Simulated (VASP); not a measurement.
# Sb in VASP: notebook

Sb is run at these levels: PBEsol, HSE06; tasks: single point.

All numbers are computed with VASP 6.6.1; they aren't measurements. Logs are shortened: lines on timing, memory, paths and dates and some standing lists are left out, and cuts for length are marked.

## 1. The cell of the first run

The structure is hexagonal, space group P6_3/mmc (No. 194). Conventional cell: a = 3.420 Å, b = 3.420 Å, c = 5.577 Å, α = 90.00°, β = 90.00°, γ = 120.00°. Within 4.5 Å of Sb (site symmetry -6m2) lie 12 Sb at 3.42 Å.

This isn't the form of Sb at room conditions, which is rhombohedral.

## 2. Single point, PBEsol (28.25 Å³/atom)

The input, INCAR:

```
PREC = Accurate
ENCUT = 520
EDIFF = 1E-6
ISMEAR = -1
SIGMA = 0.05
LREAL = F
LASPH = T
NELM = 60
ALGO = Normal
ISIF = 2
LWAVE = F
LCHARG = F
GGA = PS
NBANDS = 12
```

The input, KPOINTS:

```
regular mesh
0
Gamma
  9 9 5
```

The input, POSCAR:

```
Sb
1.0
    3.4203242672      0.0000000000      0.0000000000
   -1.7101621336      2.9620877046      0.0000000000
    0.0000000000      0.0000000000      5.5774459394
Sb
2
Direct
    0.6666666667      0.3333333333      0.7500000000
    0.3333333333      0.6666666667      0.2500000000
```

Potentials or basis: VASP PAW PBE potentials, release 64 (Sb).

Started as:

```console
> cat potpaw_PBE.64/Sb/POTCAR > POTCAR
> mpirun -np 1 vasp_std > vasp.out
```

OUTCAR:

```text
PREC = Accurate
   ENCUT = 520
   EDIFF = 1E-6
   ISMEAR = -1
   LREAL = F
   LASPH = T
   NELM = 60
   ISIF = 2
   GGA = PS

 ion  position               nearest neighbor table
   1  0.667  0.333  0.750-   2 3.42   2 3.42   2 3.42   2 3.42   2 3.42   2 3.42
   2  0.333  0.667  0.250-   1 3.42   1 3.42   1 3.42   1 3.42   1 3.42   1 3.42

  LATTYP: Found a hexagonal cell.
 ALAT       =     3.4203242672
 C/A-ratio  =     1.6306775334

  Lattice vectors:

 A1 = (   3.4203242672,   0.0000000000,   0.0000000000)
 A2 = (  -1.7101621336,   2.9620877046,   0.0000000000)
 A3 = (   0.0000000000,   0.0000000000,   5.5774459394)

Analysis of symmetry for initial positions (statically):
=====================================================================
 Subroutine PRICEL returns:
 Original cell was already a primitive cell.

 Routine SETGRP: Setting up the symmetry group for a
 hexagonal supercell.

 Subroutine GETGRP returns: Found 24 space group operations
 (whereof 12 operations were pure point group operations)
 out of a pool of 24 trial point group operations.

The static configuration has the point symmetry D_3d.
 The point group associated with its full space group is D_6h.

Analysis of symmetry for dynamics (positions and initial velocities):
=====================================================================
 Subroutine PRICEL returns:
 Original cell was already a primitive cell.

 Routine SETGRP: Setting up the symmetry group for a
 hexagonal supercell.

 Subroutine GETGRP returns: Found 24 space group operations
 (whereof 12 operations were pure point group operations)
 out of a pool of 24 trial point group operations.

The dynamic configuration has the point symmetry D_3d.
 The point group associated with its full space group is D_6h.

 Subroutine INISYM returns: Found 24 space group operations
 (whereof 12 operations are pure point group operations),
 and found     1 'primitive' translations

----------------------------------------------------------------------------------------

                                     Primitive cell

  volume of cell :      56.5068

  direct lattice vectors                    reciprocal lattice vectors
     3.420324267  0.000000000  0.000000000     0.292369940  0.168799863  0.000000000
    -1.710162134  2.962087705  0.000000000     0.000000000  0.337599727  0.000000000
     0.000000000  0.000000000  5.577445939     0.000000000  0.000000000  0.179293535

  length of vectors
[... 91 lines left out ...]
   TEBEG  =    0.0;   TEEND  =   0.0 temperature during run
   PSTRESS=    0.0 pullay stress
   NELECT =      10.0000    total number of electrons
   NUPDOWN=      -1.0000    fix difference up-down
   EMIN   =  10.00;   EMAX   =-10.00  energy-range for DOS
   EFERMI =   0.00;   METHOD = LEGACY
   ISMEAR =    -1;   SIGMA  =   0.05  broadening in eV -4-tet -1-fermi 0-gaus
   EFERMI_NEDOS =   21; number of points for ismear=-14 and -15
   IALGO  =     38    algorithm
   IMIX   =      4    mixing-type and parameters
     AMIX     =   0.40;   BMIX     =  1.00
     AMIX_MAG =   1.60;   BMIX_MAG =  1.00
  volume/ion in A,a.u.               =      28.25       190.66
  Fermi-wavevector in a.u.,A,eV,Ry     =   0.919125  1.736895 11.494080  0.844791
  Thomas-Fermi vector in A             =   2.044284
   LORBIT       =      0    0 simple, 1 ext, 2 COOP (PROOUT), +10 PAW based schemes
   GGA     = PS    functional components
   LHFCALC =     F    Hartree Fock is set to
   AEXX    =    0.0000 exact exchange contribution
   IVDW    =     0    specifies the selected vdW correction
   LEPSILON=     F    determine dielectric tensor
   LRPA    =     F    only Hartree local field effects (RPA)
 non-spin polarized calculation
  energy-cutoff  :      520.00
  volume of cell :       56.51
 maximum number of plane-waves:      1537
 NGX is ok and might be reduce to    28
   NGX = 13   NGY = 13   NGZ = 21

 number of electron      10.0000001 magnetization

 Free energy of the ion-electron system (eV)
  ---------------------------------------------------
  ext. energy  EPLUGINS =         0.00000000
  ---------------------------------------------------
  free energy    TOTEN  =        -8.61751561 eV

  energy without entropy =       -8.60584869  energy(sigma->0) =       -8.61168215

 E-fermi :   7.6713     XC(G=0): -10.1270

 val. band max:        7.6226144869   @ k =   0.3333   0.0000   0.4000
 cond. band min:       7.7005259597   @ k =   0.1111   0.1111   0.0000
 fundamental gap:      0.0779114728
 Fermi energy:         7.6712987673

 k-point     1 :       0.0000    0.0000    0.0000
  band No.  band energies     occupation
      1      -4.8086      2.00000
      2      -1.3002      2.00000
      3       2.2362      2.00000
      4      11.1005      0.00000
      5      11.1005      0.00000
      6      12.6218      0.00000
      7      12.6218      0.00000
      8      12.8195      0.00000
      9      15.2154      0.00000
     10      16.6310      0.00000
     11      17.5085      0.00000
     12      17.5085      0.00000
[... 331 lines left out ...]
 k-point    24 :       0.3333    0.3333    0.2000
  band No.  band energies     occupation
      1      -0.2853      2.00000
      2      -0.2853      2.00000
      3       3.7461      2.00000
      4       4.6683      2.00000
      5       4.6683      2.00000
      6       6.2186      2.00000
      7       8.4097      0.00000
      8       8.4097      0.00000
      9      12.3108      0.00000
     10      17.8369      0.00000
     11      17.8369      0.00000
     12      19.5551      0.00000

 [... further k-points ...]

------------------------ aborting loop because EDIFF is reached ----------------------------------------

  FORCE on cell =-STRESS in cart. coord.  units (eV):
  Direction    XX          YY          ZZ          XY          YZ          ZX
  --------------------------------------------------------------------------------------
  -------------------------------------------------------------------------------------
  Total       -1.6252900     -1.6252900     -1.7515902      0.0000000      0.0000000      0.0000000
  in kB      -46.0830138    -46.0830138    -49.6640956      0.0000000      0.0000000      0.0000000
  external PRESSURE =     -47.2767078 kB  Pullay stress =       0.0000000 kB

 VOLUME and BASIS-vectors are now :
 -----------------------------------------------------------------------------
  energy-cutoff  :      520.00
  volume of cell :       56.51
      direct lattice vectors                 reciprocal lattice vectors
     3.420324267  0.000000000  0.000000000     0.292369940  0.168799863  0.000000000
    -1.710162134  2.962087705  0.000000000     0.000000000  0.337599727  0.000000000
     0.000000000  0.000000000  5.577445939     0.000000000  0.000000000  0.179293535

 POSITION                                       TOTAL-FORCE (eV/Angst)
 -----------------------------------------------------------------------------------
      1.71016      0.98736      4.18308        -0.000000      0.000000      0.000000
     -0.00000      1.97473      1.39436         0.000000     -0.000000      0.000000
 -----------------------------------------------------------------------------------
    total drift:                               -0.000000      0.000000      0.000000

  FREE ENERGIE OF THE ION-ELECTRON SYSTEM (eV)
  ---------------------------------------------------
  free  energy   TOTEN  =        -8.6175156128 eV

  energy  without entropy=       -8.6058486914  energy(sigma->0) =       -8.61168215
```

stdout:

```text
POSCAR found type information on POSCAR Sb
 POSCAR found :  1 types and       2 ions
 scaLAPACK will be used
 -----------------------------------------------------------------------------
|                                                                             |
|                                                                             |
|     You enforced a specific xc type in the INCAR file but a different       |
|     I HOPE YOU KNOW WHAT YOU ARE DOING!                                     |
|                                                                             |
 -----------------------------------------------------------------------------

 LDA part: xc-table for (Slater+PW92), standard interpolation
 POSCAR, INCAR and KPOINTS ok, starting setup
 FFT: planning ... GRIDC
 FFT: planning ... GRID_SOFT
 FFT: planning ... GRID
 WAVECAR not read
 entering main loop
```

It took 26 s on 1 thread of Intel Xeon 8259CL, shared host; peak memory 0.17 GiB.

What came out:

| Property | Result |
| --- | --- |
| Free energy | -8.6175 eV |
| Pressure | -4.7 GPa |
| Band gap on the k mesh | zero (bands 5 and 6 overlap by 6.41 eV) |

Caveat: the cell stands under tension; the PAW data sets were made with another functional, which shifts forces and pressure a little; spin-orbit coupling is left out, which moves the levels of the heavy elements.

## 3. Single point, PBEsol (atoms moved at random)

The input, INCAR:

```
SYSTEM = Sb
ALGO     = Normal         ! electronic algorithm
EDIFF    = 1E-6           ! SCF threshold, eV
ENCUT    = 520            ! plane-wave cutoff, eV
GGA      = PS             ! functional
ISIF     = 2              ! what is computed and relaxed
ISMEAR   = -1             ! smearing method
LASPH    = .TRUE.         ! aspherical terms in the spheres
LCHARG   = .FALSE.        ! write CHGCAR
LREAL    = .FALSE.        ! projectors in reciprocal space
LWAVE    = .FALSE.        ! write WAVECAR
NBANDS   = 12             ! bands
NELM     = 80             ! most SCF steps
PREC     = Accurate       ! precision mode
SIGMA    = 0.05           ! smearing width, eV
```

The input, KPOINTS:

```
k-points
0
G
  9 9 5
  0 0 0
```

The input, POSCAR:

```
Sb
1.0
    3.3545324186      0.0000000000      0.0000000000
   -1.6772662093      2.9051102923      0.0000000000
    0.0000000000      0.0000000000      5.4701606500
Sb
2
Direct
    0.6781860000      0.3344730000      0.7515460000
    0.3209610000      0.6625660000      0.2556060000
```

Potentials or basis: VASP PAW PBE potentials, release 64 (Sb).

Started as:

```console
> cat potpaw_PBE.64/Sb/POTCAR > POTCAR
> mpirun -np 1 vasp_std > vasp.out
```

Wall time 2.3 min (1 thread of Intel Xeon 8259CL, shared host); peak memory 0.25 GiB.

It converged, with:

```yaml
Free_energy: -8.6839 eV
Pressure: -1.6 GPa
Largest_force: 0.041 eV/Å
Band_gap_on_the_k_mesh: zero (bands 5 and 6 overlap by 6.88 eV)
```

Forces on the atoms (eV/Å):
```
Sb   0.026  0.006 -0.032
Sb  -0.026 -0.006  0.032
```

Stress tensor (GPa, compression positive):
```
-1.45  0.17  0.02
 0.17 -1.49  0.01
 0.02  0.01 -1.81
```

Levels at points of the mesh, in eV from the Fermi level:
```
           k point  band 1  band 2  band 3  band 4  band 5  band 6  band 7  band 8  band 9  band 10
(0.00, 0.00, 0.00)  -12.93   -9.09   -5.80    3.60    3.80    5.21    5.47    5.59    7.83     9.05
```

Caveat: the cell differs from its parent crystal (atoms moved at random); the PAW data sets were made with another functional, which shifts forces and pressure a little; spin-orbit coupling is left out, which moves the levels of the heavy elements.

## 4. Single point, HSE06

The input, POSCAR:

```
Sb
1.0
    3.4203242672      0.0000000000      0.0000000000
   -1.7101621336      2.9620877046      0.0000000000
    0.0000000000      0.0000000000      5.5774459394
Sb
2
Direct
    0.6666666667      0.3333333333      0.7500000000
    0.3333333333      0.6666666667      0.2500000000
```

The input, INCAR.step1:

```
PREC     = Accurate       # precision mode
ENCUT    = 520            # plane-wave cutoff, eV
EDIFF    = 1E-5           # SCF threshold, eV
ISMEAR   = -1             # smearing method
SIGMA    = 0.05           # smearing width, eV
LREAL    = False          # projectors in reciprocal space
LASPH    = True           # aspherical terms in the spheres
NELM     = 60             # most SCF steps
ALGO     = Normal         # electronic algorithm
ISIF     = 2              # what is computed and relaxed
LWAVE    = True           # write WAVECAR
LCHARG   = False          # write CHGCAR
NBANDS   = 12             # bands
GGA      = PE             # functional
```

The input, INCAR.step2:

```
PREC     = Accurate       # precision mode
ENCUT    = 520            # plane-wave cutoff, eV
EDIFF    = 1E-6           # SCF threshold, eV
ISMEAR   = -1             # smearing method
SIGMA    = 0.05           # smearing width, eV
LREAL    = False          # projectors in reciprocal space
LASPH    = True           # aspherical terms in the spheres
NELM     = 60             # most SCF steps
ALGO     = Normal         # electronic algorithm
ISIF     = 2              # what is computed and relaxed
LWAVE    = False          # write WAVECAR
LCHARG   = False          # write CHGCAR
GGA      = PE             # functional
LHFCALC  = True           # exact exchange
HFSCREEN = 0.2079         # screening, 1/A
PRECFOCK = Normal       
NBANDS   = 12             # bands
ISTART   = 1
```

The input, KPOINTS:

```
Automatic mesh
0
Gamma
  6 6 4
```

Started as:

```console
> cat potpaw_PBE.64/Sb/POTCAR > POTCAR
> cp INCAR.step1 INCAR
> mpirun -np 1 vasp_std > vasp.out
> cp INCAR.step2 INCAR
> mpirun -np 1 vasp_std > vasp.out
```

Run time: 32 min. Hardware: 1 thread of Intel Xeon Platinum 8375C at 2.90GHz (Ice Lake), shared host; peak memory 0.29 GiB.

The run converged. Its results:

```
Free energy            : -9.4483 eV
Pressure               : -4.8 GPa
Band gap on the k mesh : zero (bands 5 and 6 overlap by 8.12 eV)
```

Stress tensor (GPa, compression positive):
```
-6.51  0.00  0.00
 0.00 -6.51  0.00
 0.00  0.00 -1.47
```

Levels at points of the mesh, in eV from the Fermi level:
```
           k point  band 2  band 3  band 4  band 5  band 6  band 7  band 8  band 9
(0.00, 0.00, 0.00)  -10.26   -6.48    3.66    3.66    5.31    5.31    5.54    7.90
(0.50, 0.00, 0.00)   -9.07   -4.95   -3.54   -2.62   -0.21    0.28    3.72    4.62
(0.00, 0.00, 0.50)  -12.92   -1.09   -1.09    4.48    4.48    4.48    4.48    8.91
(0.50, 0.00, 0.50)   -9.55   -5.94   -5.94    1.59    1.59    1.72    1.72    6.07
```

Caveat: the cell stands under tension; the PAW data sets were made with another functional, which shifts forces and pressure a little; spin-orbit coupling is left out, which moves the levels of the heavy elements.

## 5. Single point, PBEsol

This run uses another cell than the first one, of 26.65 Å³/atom.

The input, INCAR:

```
  ALGO = Normal
  EDIFF = 1E-6
  ENCUT = 520
  GGA = PS
  ISIF = 2
  ISMEAR = -1
  LASPH = True
  LCHARG = False
  LREAL = False
  LWAVE = False
  NBANDS = 12
  NELM = 100
  PREC = Accurate
  SIGMA = 0.03
```

The input, KPOINTS:

```
k-points
0
Gamma
  5 5 3
```

The input, POSCAR:

```
Sb
1.0
    3.3545324186      0.0000000000      0.0000000000
   -1.6772662093      2.9051102923      0.0000000000
    0.0000000000      0.0000000000      5.4701606500
Sb
2
Direct
    0.6666666667      0.3333333333      0.7500000000
    0.3333333333      0.6666666667      0.2500000000
```

Started as:

```console
> cat potpaw_PBE.64/Sb/POTCAR > POTCAR
> mpirun -np 1 vasp_std > vasp.out
```

It took 7.9 s on 1 thread of Intel Xeon Platinum 8259CL at 2.50GHz (Skylake/Cascade Lake), shared host; peak memory 0.16 GiB.

Results (log left out):

| Quantity | Value |
| --- | --- |
| Free energy | -8.7039 eV |
| Pressure | -2.7 GPa |
| Band gap on the k mesh | zero (bands 5 and 6 overlap by 5.71 eV) |

Stress tensor (GPa, compression positive):
```
-4.40  0.00  0.00
 0.00 -4.40  0.00
 0.00  0.00  0.81
```

Levels at points of the mesh, in eV from the Fermi level:
| k point | band 2 | band 3 | band 4 | band 5 | band 6 | band 7 | band 8 | band 9 |
| --- | --- | --- | --- | --- | --- | --- | --- | --- |
| (0.00, 0.00, 0.00) | -9.15 | -5.80 | 3.66 | 3.66 | 5.29 | 5.29 | 5.58 | 7.80 |

Caveat: the k points lie up to 0.43 Å⁻¹ apart, too coarse for converged energies and pressures of a metal; the PAW data sets were made with another functional, which shifts forces and pressure a little; spin-orbit coupling is left out, which moves the levels of the heavy elements.

(Part 1 of 2 ends here.)
